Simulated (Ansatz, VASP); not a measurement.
# GaO: VASP beside Ansatz

Contents of INCAR:

```
PREC     = Accurate       # precision mode
ENCUT    = 520            # plane-wave cutoff, eV
EDIFF    = 1E-6           # SCF threshold, eV
ISMEAR   = 0              # smearing method
SIGMA    = 0.1            # smearing width, eV
LREAL    = F              # projectors in reciprocal space
LASPH    = T              # aspherical terms in the spheres
NELM     = 150            # most SCF steps
ALGO     = Normal         # electronic algorithm
ISIF     = 2              # what is computed and relaxed
LWAVE    = F              # write WAVECAR
LCHARG   = F              # write CHGCAR
ISPIN    = 2              # spin polarisation
MAGMOM   = 0 1            # initial moments
LORBIT   = 11             # projections on sites
GGA      = PE             # functional
NBANDS   = 20             # bands
```

File KPOINTS:

```
regular mesh
0
Gamma
  6 6 6
```

Contents of POSCAR:

```
GaO
1.0
    2.8328285218      0.0000000000      0.0000000000
    0.0000000000      2.8328285218      0.0000000000
    0.0000000000      0.0000000000      2.8328285218
Ga O
1 1
Direct
    0.5000000000      0.5000000000      0.5000000000
    0.0000000000      0.0000000000      0.0000000000
```

Input for Ansatz:

```yaml
crystal:
  lattice:
    - [2.8328285218, 0.0, 0.0]
    - [0.0, 2.8328285218, 0.0]
    - [0.0, 0.0, 2.8328285218]
  atoms:
    - { symbol: Ga, position: [0.5, 0.5, 0.5] }
    - { symbol: O, position: [0.0, 0.0, 0.0], spin: 1.0 }
basis:
  ecutwfc: 420
kpoints:
  mp_grid: { grid: [6, 6, 6] }
hamiltonian:
  xc: pbe
scf:
  occupations: { method: gaussian, width: 0.1 }
  lower_state_search: "off"
output:
  forces: true
  stress: true
  eigenvalues: true
  populations: true
magnetization:
  spin_polarized: true
```

Change from the starting cell: species swapped into the ZnPt type (P4/mmm, No. 123).

Alike in both runs: task single point; functional PBE; k mesh 6 × 6 × 6; occupations gaussian, width 0.1 eV; collinear spin.

|  | VASP | Ansatz |
| --- | --- | --- |
| version | VASP 6.6.1 | Ansatz 0.2.0 |
| potentials or method | VASP PAW PBE potentials, release 64 (Ga_d, O), cutoff 520 eV | scalar-relativistic, plane waves, PAW |
| valence electrons in the cell | 19 | 19 |

Ansatz gave:

* gap on the k mesh at the Fermi level (eV): none
* pressure (GPa): 0.1
* net moment per atom (μB): 0.00

Problem. What did VASP give for the same quantities?

Solution. gap on the k mesh at the Fermi level (eV): none; pressure (GPa): 0.4; net moment per atom (μB): 0.00.

A gap of «none» marks a metal or a gap that the smearing closes. Ansatz's warnings: seeded moment not kept.

The k mesh is coarse, so the values compare programs but aren't converged.
